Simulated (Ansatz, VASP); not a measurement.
One calculation of WSe2, two programs

```xyz
6
Lattice="3.3987 0.0000 0.0000 -1.6993 2.9433 0.0000 0.0000 0.0000 12.9858" Properties=species:S:1:pos:R:3 pbc="T T T"
W     0.0000    1.9622    3.2464
W     1.6993    0.9811    9.7393
Se    1.6993    0.9811    4.8777
Se    1.6993    0.9811    1.6152
Se    0.0000    1.9622   11.3706
Se    0.0000    1.9622    8.1080
```

Change from the starting cell: epitaxial_xy strain +3.0%.

Alike in both runs: task single point; functional PBE; k mesh 12 × 12 × 2; occupations fermi-dirac, width 0.02 eV; no spin polarisation.

|  | VASP | Ansatz |
| --- | --- | --- |
| version | VASP 6.6.1 | Ansatz 0.2.0 |
| potentials or method | VASP PAW PBE potentials, release 64 (W_sv, Se) | plane waves, PAW |
| plane-wave cutoff (eV) | 520 | 420 |
| valence electrons in the cell | 52 | 92 |

```tsv
	VASP	Ansatz	Ansatz less VASP
pressure (GPa)	-0.8	-1.0	-0.27
traceless stress, the component that is largest in VASP (GPa)	4.97	4.91	-0.062
rms of the force components (eV/Å)	0.135	0.115	-0.0201
```

Atom by atom the forces differ by 0.020 eV/Å (rms over components). VASP's potentials hold 52 valence electrons a cell and Ansatz's 92, so a difference there can come from the potentials and not from the codes.

Spin-orbit coupling is off throughout.
